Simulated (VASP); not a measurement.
SiC, 2 atoms in the cell. Symmetry: Fm-3m, No. 225, cubic system. The conventional cell has a = 4.034 Å, b = 4.034 Å, c = 4.034 Å, α = 90.00°, β = 90.00°, γ = 90.00°. Si (site symmetry m-3m) has 6 C at 2.02 Å within 2.7 Å. C (site symmetry m-3m) has 6 Si at 2.02 Å within 2.7 Å. 

* Program: VASP 6.6.1
* Task: relaxation of cell and atoms
* Functional: PBEsol
* Potentials or basis: VASP PAW PBE potentials, release 64 (Si, C)
* Cutoff: 600 eV
* k mesh: 20 × 20 × 20
* Occupations: fermi-dirac, width 0.15 eV
* Spin: no spin polarisation
* Dipole correction: no
* Further INCAR settings: ALGO = Normal; EDIFF = 1e-07; IBRION = 2; EDIFFG = -0.001; NSW = 80; ISIF = 3

Potentials or basis: VASP PAW PBE potentials, release 64 (Si, C).

Launch:

```sh
$ cat potpaw_PBE.64/Si/POTCAR potpaw_PBE.64/C/POTCAR > POTCAR
$ mpirun -np 1 vasp_std > vasp.out
```

Hardware: 1 thread of AMD EPYC 7R43 64-Core Processor (Zen 3), on a shared host.

Question: Estimate the wall time of this run.

Answer: It took 75 s on 1 thread of AMD EPYC 7R43 64-Core Processor (Zen 3), on a shared host, peak memory 0.13 GiB. Counts: scf iterations 25, k points 256, ion steps 3.
